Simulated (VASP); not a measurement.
# CoW3 (P4/mmm) in VASP: further runs, part 2 of 2

VASP 6.6.1.

## 3. Single point, PBEsol (strain +0.050 along x and y, +0.025 along z)

Contents of INCAR:

```
PREC = Accurate
ENCUT = 520
EDIFF = 1E-6
ISMEAR = 0
SIGMA = 0.15
LREAL = F
LASPH = T
NELM = 80
ALGO = Fast
ISIF = 2
LWAVE = F
LCHARG = F
GGA = PS
NBANDS = 34
```

Contents of KPOINTS:

```
Automatic mesh
0
Gamma
  12 12 12
```

Contents of POSCAR:

```
CoW3
1.0
    4.0511572256      0.0000000000      0.0000000000
    0.0000000000      4.0511572256      0.0000000000
    0.0000000000      0.0000000000      3.9547011012
Co W
1 3
Direct
    0.0000000000      0.0000000000      0.0000000000
    0.0000000000      0.5000000000      0.5000000000
    0.5000000000      0.0000000000      0.5000000000
    0.5000000000      0.5000000000      0.0000000000
```

Potentials or basis: VASP PAW PBE potentials, release 64 (Co, W_sv).

The run is started by

```
> cat potpaw_PBE.64/Co/POTCAR potpaw_PBE.64/W_sv/POTCAR > POTCAR
> mpirun -np 1 vasp_std > vasp.out
```

OUTCAR:

```text
PREC = Accurate
   ENCUT = 520
   EDIFF = 1E-6
   ISMEAR = 0
   LREAL = F
   LASPH = T
   NELM = 80
   ISIF = 2
   GGA = PS

 ion  position               nearest neighbor table
   1  0.000  0.000  0.000-   2 2.83   3 2.83   2 2.83   3 2.83   2 2.83   2 2.83   3 2.83   3 2.83
                             4 2.86   4 2.86   4 2.86   4 2.86
   2  0.000  0.500  0.500-   1 2.83   4 2.83   1 2.83   4 2.83   1 2.83   1 2.83   4 2.83   4 2.83
                             3 2.86   3 2.86   3 2.86   3 2.86
   3  0.500  0.000  0.500-   1 2.83   4 2.83   1 2.83   4 2.83   4 2.83   4 2.83   1 2.83   1 2.83
                             2 2.86   2 2.86   2 2.86   2 2.86
   4  0.500  0.500  0.000-   2 2.83   3 2.83   2 2.83   3 2.83   3 2.83   3 2.83   2 2.83   2 2.83
                             1 2.86   1 2.86   1 2.86   1 2.86

  LATTYP: Found a simple tetragonal cell.
 ALAT       =     4.0511572256
 C/A-ratio  =     0.9761904762

  Lattice vectors:

 A1 = (   4.0511572256,   0.0000000000,   0.0000000000)
 A2 = (   0.0000000000,   4.0511572256,   0.0000000000)
 A3 = (   0.0000000000,   0.0000000000,   3.9547011012)

Analysis of symmetry for initial positions (statically):
=====================================================================
 Subroutine PRICEL returns:
 Original cell was already a primitive cell.

 Routine SETGRP: Setting up the symmetry group for a
 simple tetragonal supercell.

 Subroutine GETGRP returns: Found 16 space group operations
 (whereof 16 operations were pure point group operations)
 out of a pool of 16 trial point group operations.

The static configuration has the point symmetry D_4h.

Analysis of symmetry for dynamics (positions and initial velocities):
=====================================================================
 Subroutine PRICEL returns:
 Original cell was already a primitive cell.

 Routine SETGRP: Setting up the symmetry group for a
[... 127 lines left out ...]
   IALGO  =     68    algorithm
   IMIX   =      4    mixing-type and parameters
     AMIX     =   0.40;   BMIX     =  1.00
     AMIX_MAG =   1.60;   BMIX_MAG =  1.00
  volume/ion in A,a.u.               =      16.23       109.50
  Fermi-wavevector in a.u.,A,eV,Ry     =   1.510686  2.854783 31.050847  2.282173
  Thomas-Fermi vector in A             =   2.620843
   LORBIT       =      0    0 simple, 1 ext, 2 COOP (PROOUT), +10 PAW based schemes
   GGA     = PS    functional components
   LHFCALC =     F    Hartree Fock is set to
   AEXX    =    0.0000 exact exchange contribution
   IVDW    =     0    specifies the selected vdW correction
   LEPSILON=     F    determine dielectric tensor
   LRPA    =     F    only Hartree local field effects (RPA)
 non-spin polarized calculation
 RMM-DIIS sequential band-by-band and
 Gauss-broadening in eV      SIGMA  =   0.15
  energy-cutoff  :      520.00
  volume of cell :       64.90
 maximum number of plane-waves:      1776
   NGX = 15   NGY = 15   NGZ = 15

 number of electron      50.9999998 magnetization

 Free energy of the ion-electron system (eV)
  ---------------------------------------------------
  ext. energy  EPLUGINS =         0.00000000
  ---------------------------------------------------
  free energy    TOTEN  =       -47.44745829 eV

  energy without entropy =      -47.38913000  energy(sigma->0) =      -47.41829414

 E-fermi :   9.1500     XC(G=0): -13.1235

 val. band max:        9.1499306592   @ k =   0.1667   0.0833   0.0000
 cond. band min:       9.1506331647   @ k =   0.0833   0.0833   0.2500
 fundamental gap:      0.0007025054
 Fermi energy:         9.1500030716

 k-point     1 :       0.0000    0.0000    0.0000
  band No.  band energies     occupation
      1     -64.6680      2.00000
      2     -64.5742      2.00000
      3     -64.5348      2.00000
      4     -29.1700      2.00000
      5     -29.1700      2.00000
      6     -29.1658      2.00000
[... 877 lines left out ...]
     33      12.2809      0.00000
     34      12.7619      0.00000

 [... further k-points ...]

------------------------ aborting loop because EDIFF is reached ----------------------------------------

  FORCE on cell =-STRESS in cart. coord.  units (eV):
  Direction    XX          YY          ZZ          XY          YZ          ZX
  --------------------------------------------------------------------------------------
  -------------------------------------------------------------------------------------
  Total      -11.3301487    -11.3301487    -11.2032842      0.0000000      0.0000000      0.0000000
  in kB     -279.6883195   -279.6883195   -276.5566306      0.0000000      0.0000000      0.0000000
  external PRESSURE =    -278.6444232 kB  Pullay stress =       0.0000000 kB

 VOLUME and BASIS-vectors are now :
 -----------------------------------------------------------------------------
  energy-cutoff  :      520.00
  volume of cell :       64.90
      direct lattice vectors                 reciprocal lattice vectors
     4.051157226  0.000000000  0.000000000     0.246843049  0.000000000  0.000000000
     0.000000000  4.051157226  0.000000000     0.000000000  0.246843049  0.000000000
     0.000000000  0.000000000  3.954701101     0.000000000  0.000000000  0.252863611

 POSITION                                       TOTAL-FORCE (eV/Angst)
 -----------------------------------------------------------------------------------
      0.00000      0.00000      0.00000         0.000000      0.000000      0.000000
      0.00000      2.02558      1.97735         0.000000      0.000000      0.000000
      2.02558      0.00000      1.97735         0.000000      0.000000      0.000000
      2.02558      2.02558      0.00000         0.000000      0.000000      0.000000
 -----------------------------------------------------------------------------------
    total drift:                                0.000000      0.000000     -0.000000

  FREE ENERGIE OF THE ION-ELECTRON SYSTEM (eV)
  ---------------------------------------------------
  free  energy   TOTEN  =       -47.4474582928 eV

  energy  without entropy=      -47.3891299960  energy(sigma->0) =      -47.41829414
```

It took 3.7 min on 1 thread of Intel Xeon 6975P-C (Granite Rapids), shared host; peak memory 0.44 GiB.

What came out:

| Quantity | Value |
| --- | --- |
| Free energy | -47.4475 eV |
| Pressure | -27.9 GPa |
| Band gap on the k mesh | zero (an odd number of electrons rules out a gap without spin polarisation) |

Stress tensor (GPa, compression positive):
```
-27.97   0.00   0.00
  0.00 -27.97   0.00
  0.00   0.00 -27.66
```

Caveat: the cell differs from its parent crystal (strain +0.050 along x and y, +0.025 along z); the cell stands under tension; the PAW data sets were made with another functional, which shifts forces and pressure a little; spin-orbit coupling is left out, which moves the levels of the heavy elements; the run has no spin polarisation, though such a crystal can be magnetic.
